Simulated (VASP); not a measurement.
The system is Ca.

```
CELL_PARAMETERS angstrom
-2.09649 2.10173 2.44535
2.09649 -2.10173 2.44535
2.09649 2.10173 -2.44535
ATOMIC_POSITIONS crystal
Ca 0.50000 0.50000 0.00000
```

Base run:

| Property | Result |
| --- | --- |
| Program | VASP 6.6.1 |
| Functional | PBEsol |
| Dispersion | D3(BJ) |
| Potentials or basis | VASP PAW PBE potentials, release 64 (Ca_sv) |
| Cutoff | 520 eV |
| k mesh | 9 × 9 × 9 |
| Occupations | fermi-dirac, width 0.05 eV |
| Spin | no spin polarisation |

Its results: band gap on the k mesh zero (bands 5 and 6 overlap by 0.27 eV); pressure -1.9 GPa.

Question: The run is repeated on the same cell with these changes: functional from PBEsol to PBE; dispersion from D3(BJ) to none. What comes out?

Answer: Band gap on the k mesh zero (bands 5 and 6 overlap by 0.27 eV); pressure -0.4 GPa.

Several settings changed at once.

Caveats: three body term missing (at least some runs); the PAW data sets were made with another functional, which shifts forces and pressure a little (at least some runs).
